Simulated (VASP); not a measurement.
# Al2O3 (P-3m1) in VASP: a series of runs

Aim: see how the results for Al2O3 move with the level of theory and the settings. Levels: r2SCAN, LDA. Tasks: single point, relaxation of cell and atoms.

Program: VASP 6.6.1. These are calculated values, not measurements. Logs are shortened: lines on timing, memory, paths and dates and some standing lists are left out, and cuts for length are marked.

### Step 1. The cell of the first run

The structure is trigonal, space group P-3m1 (No. 164). The conventional cell has a = 2.986 Å, b = 2.986 Å, c = 7.600 Å, α = 90.00°, β = 90.00°, γ = 120.00°. Within 2.2 Å of Al (site symmetry 3m) lie 4 O at 1.67 to 1.82 Å. O (site symmetry -3m) has 2 Al at 1.67 Å within 2.2 Å. Within 2.4 Å of O (site symmetry 3m) lie 3 Al at 1.82 Å.

### Step 2. Single point, r2SCAN

Contents of POSCAR:

```
Al2O3
1.0
    2.9858691106      0.0000000000      0.0000000000
   -1.4929345553      2.5858385021      0.0000000000
    0.0000000000      0.0000000000      7.6002990435
Al O
2 3
Direct
    0.0000000000      0.0000000000      0.7190870605
    0.0000000000      0.0000000000      0.2809129395
    0.0000000000      0.0000000000      0.5000000000
    0.6666666667      0.3333333333      0.7954713400
    0.3333333333      0.6666666667      0.2045286600
```

Contents of INCAR.step1:

```
SYSTEM = Al2O3
ALGO = Normal ; EDIFF = 1E-4
ENCUT = 520 ; GGA = PE
ISMEAR = -1 ; LASPH = .TRUE.
LCHARG = .FALSE. ; LREAL = .FALSE.
LWAVE = .TRUE. ; NBANDS = 20
NELM = 60 ; PREC = Accurate
SIGMA = 0.05
```

Contents of INCAR.step2:

```
SYSTEM = Al2O3
ALGO = Normal ; EDIFF = 1E-6
ENCUT = 520 ; ISIF = 2
ISMEAR = -1 ; ISTART = 1
LASPH = .TRUE. ; LCHARG = .TRUE.
LELF = .TRUE. ; LMIXTAU = .TRUE.
LREAL = .FALSE. ; LVHAR = .TRUE.
LWAVE = .FALSE. ; METAGGA = R2SCAN
NBANDS = 20 ; NELM = 60
PREC = Accurate ; SIGMA = 0.05
```

Contents of KPOINTS:

```
k-points
0
G
  10 10 4
  0 0 0
```

Potentials or basis: VASP PAW PBE potentials, release 64 (Al, O).

Command:

```sh
$ cat potpaw_PBE.64/Al/POTCAR potpaw_PBE.64/O/POTCAR > POTCAR
$ cp INCAR.step1 INCAR
$ mpirun -np 1 vasp_std > vasp.out
$ cp INCAR.step2 INCAR
$ mpirun -np 1 vasp_std > vasp.out
```

OUTCAR:

```text
SYSTEM = Al2O3
   EDIFF = 1E-6
   ENCUT = 520
   ISIF = 2
   ISMEAR = -1
   ISTART = 1
   LASPH = .TRUE.
   LREAL = .FALSE.
   METAGGA = R2SCAN
   NELM = 60
   PREC = Accurate

 ion  position               nearest neighbor table
   1  0.000  0.000  0.719-   3 1.67   4 1.82   4 1.82   4 1.82   2 3.33
   2  0.000  0.000  0.281-   3 1.67   5 1.82   5 1.82   5 1.82   1 3.33
   3  0.000  0.000  0.500-   1 1.67   2 1.67
   4  0.667  0.333  0.795-   1 1.82   1 1.82   1 1.82
   5  0.333  0.667  0.205-   2 1.82   2 1.82   2 1.82

  LATTYP: Found a hexagonal cell.
 ALAT       =     2.9858691106
 C/A-ratio  =     2.5454227101

  Lattice vectors:

 A1 = (   2.9858691106,   0.0000000000,   0.0000000000)
 A2 = (  -1.4929345553,   2.5858385021,   0.0000000000)
 A3 = (   0.0000000000,   0.0000000000,   7.6002990435)

Analysis of symmetry for initial positions (statically):
=====================================================================
 Subroutine PRICEL returns:
 Original cell was already a primitive cell.

 Routine SETGRP: Setting up the symmetry group for a
 hexagonal supercell.

 Subroutine GETGRP returns: Found 12 space group operations
 (whereof 12 operations were pure point group operations)
 out of a pool of 24 trial point group operations.

The static configuration has the point symmetry D_3d.

Analysis of symmetry for dynamics (positions and initial velocities):
=====================================================================
 Subroutine PRICEL returns:
 Original cell was already a primitive cell.

 Routine SETGRP: Setting up the symmetry group for a
 hexagonal supercell.

 Subroutine GETGRP returns: Found 12 space group operations
 (whereof 12 operations were pure point group operations)
 out of a pool of 24 trial point group operations.

The dynamic configuration has the point symmetry D_3d.

 Subroutine INISYM returns: Found 12 space group operations
 (whereof 12 operations are pure point group operations),
 and found     1 'primitive' translations

----------------------------------------------------------------------------------------

                                     Primitive cell

  volume of cell :      58.6817

  direct lattice vectors                    reciprocal lattice vectors
     2.985869111  0.000000000  0.000000000     0.334910863  0.193360877  0.000000000
    -1.492934555  2.585838502  0.000000000     0.000000000  0.386721754  0.000000000
     0.000000000  0.000000000  7.600299043     0.000000000  0.000000000  0.131573770

  length of vectors
     2.985869111  2.985869111  7.600299043     0.386721754  0.386721754  0.131573770

  position of ions in fractional coordinates (direct lattice)
     0.000000000  0.000000000  0.719087061
     0.000000000  0.000000000  0.280912939
     0.000000000  0.000000000  0.500000000
     0.666666667  0.333333333  0.795471340
     0.333333333  0.666666667  0.204528660

  ion indices of the primitive-cell ions
   primitive index   ion index
                 1           1
                 2           2
                 3           3
                 4           4
                 5           5

----------------------------------------------------------------------------------------

 KPOINTS: k-points

Automatic generation of k-mesh.
 Grid dimensions read from file:
 generate k-points for:   10   10    4

 Generating k-lattice:

  Cartesian coordinates                     Fractional coordinates (reciprocal lattice)
     0.033491086  0.019336088  0.000000000     0.100000000 -0.000000000  0.000000000
     0.000000000  0.038672175  0.000000000     0.000000000  0.100000000  0.000000000
     0.000000000  0.000000000  0.032893443     0.000000000  0.000000000  0.250000000

  Length of vectors
     0.038672175  0.038672175  0.032893443

  Shift w.r.t. Gamma in fractional coordinates (k-lattice)
     0.000000000  0.000000000  0.000000000

 Subroutine IBZKPT returns following result:
 ===========================================

 Found     50 irreducible k-points:

 Following reciprocal coordinates:
            Coordinates               Weight
  0.000000  0.000000  0.000000      1.000000
  0.100000  0.000000  0.000000      6.000000
  0.200000  0.000000  0.000000      6.000000
  0.300000  0.000000  0.000000      6.000000
  0.400000  0.000000  0.000000      6.000000
  0.500000  0.000000  0.000000      3.000000
[... 16 lines left out ...]
  0.000000  0.400000  0.250000      6.000000
  0.500000  0.000000  0.250000      6.000000
 [... further k-points ...]
   k-points           NKPTS =     50   k-points in BZ     NKDIM =     50   number of bands    NBANDS=     20
   number of dos      NEDOS =    301   number of ions     NIONS =      5
   total plane-waves  NPLWV =  34560
   dimension x,y,z NGX =    24 NGY =   24 NGZ =   60
   dimension x,y,z NGXF=    48 NGYF=   48 NGZF=  120
   ions per type =               2   3
   NGX,Y,Z   is equivalent  to a cutoff of  13.36, 13.36, 13.12 a.u.
   NGXF,Y,Z  is equivalent  to a cutoff of  26.73, 26.73, 26.25 a.u.
 SYSTEM =  Al2O3
   PREC   = accura    normal or accurate (medium, high low for compatibility)
   ISTART =      1    job   : 0-new  1-cont  2-samecut
   ICHARG =      0    charge: 1-file 2-atom 10-const
   ISPIN  =      1    spin polarized calculation?
   LNONCOLLINEAR =      F non collinear calculations
   LSORBIT =      F    spin-orbit coupling
   LASPH  =      T    aspherical Exc in radial PAW
   ENCUT  =  520.0 eV  38.22 Ry    6.18 a.u.   5.55  5.55 14.13*2*pi/ulx,y,z
   NELM   =     60;   NELMIN=  2; NELMDL=  0     # of ELM steps
   EDIFF  = 0.1E-05   stopping-criterion for ELM
   LREAL  =      F    real-space projection
   EDIFFG = 0.1E-04   stopping-criterion for IOM
   NSW    =      0    number of steps for IOM
   IBRION =     -1    ionic relax: 0-MD 1-quasi-New 2-CG
   NFREE  =      0    steps in history (QN), initial steepest desc. (CG)
   ISIF   =      2    stress and relaxation
   ISYM   =      2    0-nonsym 1-usesym 2-fastsym
   POTIM  = 0.5000    time-step for ionic-motion
   TEBEG  =    0.0;   TEEND  =   0.0 temperature during run
   PSTRESS=    0.0 pullay stress
   NELECT =      24.0000    total number of electrons
   NUPDOWN=      -1.0000    fix difference up-down
   EMIN   =  10.00;   EMAX   =-10.00  energy-range for DOS
   EFERMI =   0.00;   METHOD = LEGACY
   ISMEAR =    -1;   SIGMA  =   0.05  broadening in eV -4-tet -1-fermi 0-gaus
   EFERMI_NEDOS =   21; number of points for ismear=-14 and -15
   IALGO  =     38    algorithm
   IMIX   =      4    mixing-type and parameters
     AMIX     =   0.40;   BMIX     =  1.00
     AMIX_MAG =   1.60;   BMIX_MAG =  1.00
  volume/ion in A,a.u.               =      11.74        79.20
  Fermi-wavevector in a.u.,A,eV,Ry     =   1.215190  2.296377 20.091553  1.476687
  Thomas-Fermi vector in A             =   2.350585
   LORBIT       =      0    0 simple, 1 ext, 2 COOP (PROOUT), +10 PAW based schemes
   METAGGA = R2SCAN    functional components
   LHFCALC =     F    Hartree Fock is set to
   AEXX    =    0.0000 exact exchange contribution
   IVDW    =     0    specifies the selected vdW correction
   LEPSILON=     F    determine dielectric tensor
   LRPA    =     F    only Hartree local field effects (RPA)
 non-spin polarized calculation
  energy-cutoff  :      520.00
  volume of cell :       58.68
 maximum number of plane-waves:      1624
 NGX is ok and might be reduce to    24
   NGX = 11   NGY = 11   NGZ = 29

 number of electron      24.0000006 magnetization

 Free energy of the ion-electron system (eV)
  ---------------------------------------------------
  ext. energy  EPLUGINS =         0.00000000
  ---------------------------------------------------
  free energy    TOTEN  =       -46.64969770 eV

  energy without entropy =      -46.64969770  energy(sigma->0) =      -46.64969770

 E-fermi :   4.7541     XC(G=0): -10.1976

 val. band max:        3.6449703769   @ k =   0.0000   0.0000   0.0000
 cond. band min:       6.7836506950   @ k =   0.0000   0.0000   0.0000
 fundamental gap:      3.1386803181
 Fermi energy:         4.7541017739

 k-point     1 :       0.0000    0.0000    0.0000
  band No.  band energies     occupation
      1     -17.2249      2.00000
      2     -17.0494      2.00000
      3     -14.3049      2.00000
      4      -2.3801      2.00000
      5      -1.0630      2.00000
      6      -0.3234      2.00000
[... 12 lines left out ...]
     19      16.9486      0.00000
     20      17.3239      0.00000

 k-point     2 :       0.1000    0.0000    0.0000
  band No.  band energies     occupation
      1     -17.1464      2.00000
      2     -16.9792      2.00000
      3     -14.2620      2.00000
      4      -2.3398      2.00000
      5      -1.0362      2.00000
      6      -0.6904      2.00000
[... 12 lines left out ...]
     19      17.0337      0.00000
     20      17.2059      0.00000

 k-point     3 :       0.2000    0.0000    0.0000
  band No.  band energies     occupation
      1     -16.9315      2.00000
      2     -16.7900      2.00000
      3     -14.1484      2.00000
      4      -2.4328      2.00000
      5      -1.6894      2.00000
      6      -1.1906      2.00000
[... 12 lines left out ...]
     19      16.8947      0.00000
     20      17.7844      0.00000

 k-point     4 :       0.3000    0.0000    0.0000
  band No.  band energies     occupation
      1     -16.6450      2.00000
      2     -16.5440      2.00000
      3     -14.0070      2.00000
      4      -3.0435      2.00000
      5      -2.6600      2.00000
      6      -1.1385      2.00000
[... 429 lines left out ...]
 k-point    23 :       0.0000    0.4000    0.2500
  band No.  band energies     occupation
      1     -16.3742      2.00000
      2     -16.3513      2.00000
      3     -13.8924      2.00000
      4      -3.7090      2.00000
      5      -3.3157      2.00000
      6      -1.0354      2.00000
[... 12 lines left out ...]
     19      16.1841      0.00000
     20      18.1081      0.00000

 k-point    24 :       0.5000    0.0000    0.2500
  band No.  band energies     occupation
      1     -16.2799      2.00000
      2     -16.2591      2.00000
      3     -13.8500      2.00000
      4      -3.9430      2.00000
      5      -3.5813      2.00000
      6      -0.9861      2.00000
[... 12 lines left out ...]
     19      15.9604      0.00000
     20      18.0427      0.00000

 [... further k-points ...]

------------------------ aborting loop because EDIFF is reached ----------------------------------------

  FORCE on cell =-STRESS in cart. coord.  units (eV):
  Direction    XX          YY          ZZ          XY          YZ          ZX
  --------------------------------------------------------------------------------------
  -------------------------------------------------------------------------------------
  Total       -0.0767581     -0.0767581      0.1386382      0.0000000      0.0000000     -0.0000000
  in kB       -2.0957147     -2.0957147      3.7852172      0.0000000      0.0000000     -0.0000000
  external PRESSURE =      -0.1354040 kB  Pullay stress =       0.0000000 kB

 VOLUME and BASIS-vectors are now :
 -----------------------------------------------------------------------------
  energy-cutoff  :      520.00
  volume of cell :       58.68
      direct lattice vectors                 reciprocal lattice vectors
     2.985869111  0.000000000  0.000000000     0.334910863  0.193360877  0.000000000
    -1.492934555  2.585838502  0.000000000     0.000000000  0.386721754  0.000000000
     0.000000000  0.000000000  7.600299043     0.000000000  0.000000000  0.131573770

 POSITION                                       TOTAL-FORCE (eV/Angst)
 -----------------------------------------------------------------------------------
      0.00000      0.00000      5.46528         0.000000     -0.000000      0.085826
      0.00000      0.00000      2.13502        -0.000000      0.000000     -0.085826
      0.00000      0.00000      3.80015        -0.000000      0.000000      0.000000
      1.49293      0.86195      6.04582        -0.000000      0.000000     -0.021825
     -0.00000      1.72389      1.55448        -0.000000      0.000000      0.021825
 -----------------------------------------------------------------------------------
    total drift:                                0.000000      0.000000     -0.000000

  FREE ENERGIE OF THE ION-ELECTRON SYSTEM (eV)
  ---------------------------------------------------
  free  energy   TOTEN  =       -46.6496976980 eV

  energy  without entropy=      -46.6496976980  energy(sigma->0) =      -46.64969770
```

Run time: 2.5 min. Hardware: 1 thread of AMD EPYC 9R45 (Zen 5), shared host; peak memory 0.18 GiB.

Results:

```yaml
Free_energy: -46.6497 eV
Pressure: 0.0 GPa
Largest_force: 0.086 eV/Å
Band_gap_on_the_k_mesh: 3.14 eV
```

Forces in eV/Å, atoms in the order of the input:
```
Al   0.000  0.000  0.086
Al   0.000  0.000 -0.086
O    0.000  0.000  0.000
O    0.000  0.000 -0.022
O    0.000  0.000  0.022
```

Levels at points of the mesh, in eV from the valence-band top:
```csv
k point,band 8,band 9,band 10,band 11,band 12,band 13,band 14,band 15,band 16,band 17
"(0.00, 0.00, 0.00)",-3.96,-3.96,-2.55,0.00,0.00,3.14,5.23,8.17,11.31,11.69
"(0.50, 0.00, 0.00)",-4.55,-3.67,-3.35,-1.87,-0.52,5.38,7.09,9.12,10.04,10.61
"(0.00, 0.00, 0.50)",-3.95,-3.92,-3.23,0.00,0.00,4.04,4.24,9.17,9.46,13.18
"(0.50, 0.00, 0.50)",-4.54,-3.58,-3.55,-1.81,-0.52,5.86,6.42,9.22,9.49,11.52
```

Caveat: the PAW data sets were made with another functional, which shifts forces and pressure a little. A k mesh can miss the band edges.

### Step 3. Single point, r2SCAN

This run uses another cell than the first one, of 11.95 Å³/atom.

Contents of POSCAR:

```
Al2O3
1.0
    3.0174825440      0.0000000000      0.0000000000
   -1.5087412720      2.6132165386      0.0000000000
    0.0000000000      0.0000000000      7.5746360022
Al O
2 3
Direct
    0.0000000000      0.0000000000      0.7220490000
    0.0000000000      0.0000000000      0.2779510000
    0.0000000000      0.0000000000      0.5000000000
    0.6666666667      0.3333333333      0.8005460000
    0.3333333333      0.6666666667      0.1994540000
```

Contents of INCAR.step1:

```
SYSTEM = Al2O3
PREC = Accurate
ENCUT = 520
ISMEAR = -1
SIGMA = 0.05
LREAL = .FALSE.
LASPH = .TRUE.
NELM = 60
NBANDS = 20
GGA = PE
ALGO = Normal
EDIFF = 1E-4
LWAVE = .TRUE.
LCHARG = .FALSE.
```

Contents of INCAR.step2:

```
SYSTEM = Al2O3
PREC = Accurate
ENCUT = 520
EDIFF = 1E-6
ISMEAR = -1
SIGMA = 0.05
LREAL = .FALSE.
LASPH = .TRUE.
NELM = 60
ALGO = Normal
ISIF = 2
LWAVE = .FALSE.
LCHARG = .FALSE.
METAGGA = R2SCAN
LMIXTAU = .TRUE.
NBANDS = 20
ISTART = 1
```

Contents of KPOINTS:

```
regular mesh
0
G
  10 10 4
  0 0 0
```

Potentials or basis: VASP PAW PBE potentials, release 64 (Al, O).

Command:

```sh
$ cat potpaw_PBE.64/Al/POTCAR potpaw_PBE.64/O/POTCAR > POTCAR
$ cp INCAR.step1 INCAR
$ mpirun -np 1 vasp_std > vasp.out
$ cp INCAR.step2 INCAR
$ mpirun -np 1 vasp_std > vasp.out
```

OUTCAR:

```text
SYSTEM = Al2O3
   PREC = Accurate
   ENCUT = 520
   EDIFF = 1E-6
   ISMEAR = -1
   LREAL = .FALSE.
   LASPH = .TRUE.
   NELM = 60
   ISIF = 2
   METAGGA = R2SCAN
   ISTART = 1

 ion  position               nearest neighbor table
   1  0.000  0.000  0.722-   3 1.68   4 1.84   4 1.84   4 1.84   2 3.36
   2  0.000  0.000  0.278-   3 1.68   5 1.84   5 1.84   5 1.84   1 3.36
   3  0.000  0.000  0.500-   1 1.68   2 1.68
   4  0.667  0.333  0.801-   1 1.84   1 1.84   1 1.84
   5  0.333  0.667  0.199-   2 1.84   2 1.84   2 1.84

  LATTYP: Found a hexagonal cell.
 ALAT       =     3.0174825440
 C/A-ratio  =     2.5102501478

  Lattice vectors:

 A1 = (   3.0174825440,   0.0000000000,   0.0000000000)
 A2 = (  -1.5087412720,   2.6132165386,   0.0000000000)
 A3 = (   0.0000000000,   0.0000000000,   7.5746360022)

Analysis of symmetry for initial positions (statically):
[... 175 lines left out ...]
  free energy    TOTEN  =       -46.61450736 eV

  energy without entropy =      -46.61450736  energy(sigma->0) =      -46.61450736

 E-fermi :   4.5187     XC(G=0): -10.1549

 val. band max:        3.4835834782   @ k =   0.0000   0.0000   0.0000
 cond. band min:       6.4377978179   @ k =   0.0000   0.0000   0.0000
 fundamental gap:      2.9542143397
 Fermi energy:         4.5187256229

 k-point     1 :       0.0000    0.0000    0.0000
  band No.  band energies     occupation
      1     -17.1769      2.00000
      2     -16.9947      2.00000
      3     -14.3712      2.00000
      4      -2.4269      2.00000
      5      -1.1160      2.00000
      6      -0.3652      2.00000
[... 541 lines left out ...]
     19      15.6110      0.00000
     20      17.5628      0.00000

 [... further k-points ...]

------------------------ aborting loop because EDIFF is reached ----------------------------------------

  FORCE on cell =-STRESS in cart. coord.  units (eV):
  Direction    XX          YY          ZZ          XY          YZ          ZX
  --------------------------------------------------------------------------------------
  -------------------------------------------------------------------------------------
  Total       -2.0349547     -2.0349547     -2.1759791      0.0000000      0.0000000      0.0000000
  in kB      -54.5862667    -54.5862667    -58.3691508      0.0000000      0.0000000      0.0000000
  external PRESSURE =     -55.8472281 kB  Pullay stress =       0.0000000 kB

 VOLUME and BASIS-vectors are now :
 -----------------------------------------------------------------------------
  energy-cutoff  :      520.00
  volume of cell :       59.73
      direct lattice vectors                 reciprocal lattice vectors
     3.017482544  0.000000000  0.000000000     0.331402083  0.191335082  0.000000000
    -1.508741272  2.613216539  0.000000000     0.000000000  0.382670163  0.000000000
     0.000000000  0.000000000  7.574636002     0.000000000  0.000000000  0.132019545

 POSITION                                       TOTAL-FORCE (eV/Angst)
 -----------------------------------------------------------------------------------
      0.00000      0.00000      5.46926        -0.000000      0.000000     -0.105094
      0.00000      0.00000      2.10538        -0.000000     -0.000000      0.105094
      0.00000      0.00000      3.78732         0.000000      0.000000      0.000000
      1.50874      0.87107      6.06384         0.000000     -0.000000     -0.413672
     -0.00000      1.74214      1.51079         0.000000      0.000000      0.413672
 -----------------------------------------------------------------------------------
    total drift:                                0.000000      0.000000     -0.000000

  FREE ENERGIE OF THE ION-ELECTRON SYSTEM (eV)
  ---------------------------------------------------
  free  energy   TOTEN  =       -46.6145073557 eV

  energy  without entropy=      -46.6145073556  energy(sigma->0) =      -46.61450736
```

It took 2.6 min on 1 thread of AMD EPYC 9R45 (Zen 5), shared host; peak memory 0.17 GiB.

What came out:

```
Free energy            : -46.6145 eV
Pressure               : -5.6 GPa
Largest force          : 0.414 eV/Å
Band gap on the k mesh : 2.95 eV
```

Forces on the atoms (eV/Å):
```
Al   0.000  0.000 -0.105
Al   0.000  0.000  0.105
O    0.000  0.000  0.000
O    0.000  0.000 -0.414
O    0.000  0.000  0.414
```

Stress tensor (GPa, compression positive):
```
-5.46  0.00  0.00
 0.00 -5.46  0.00
 0.00  0.00 -5.84
```

Levels at points of the mesh, in eV from the valence-band top:
| k point | band 10 | band 11 | band 12 | band 13 | band 14 | band 15 |
| --- | --- | --- | --- | --- | --- | --- |
| (0.00, 0.00, 0.00) | -2.43 | 0.00 | 0.00 | 2.95 | 5.04 | 8.09 |
| (0.50, 0.00, 0.00) | -3.22 | -1.81 | -0.50 | 5.29 | 6.98 | 8.99 |
| (0.00, 0.00, 0.50) | -3.18 | 0.00 | 0.00 | 3.88 | 4.05 | 8.97 |
| (0.50, 0.00, 0.50) | -3.45 | -1.74 | -0.49 | 5.78 | 6.30 | 8.97 |

Caveat: the cell stands under tension; the PAW data sets were made with another functional, which shifts forces and pressure a little.

(Part 1 of 2 ends here.)
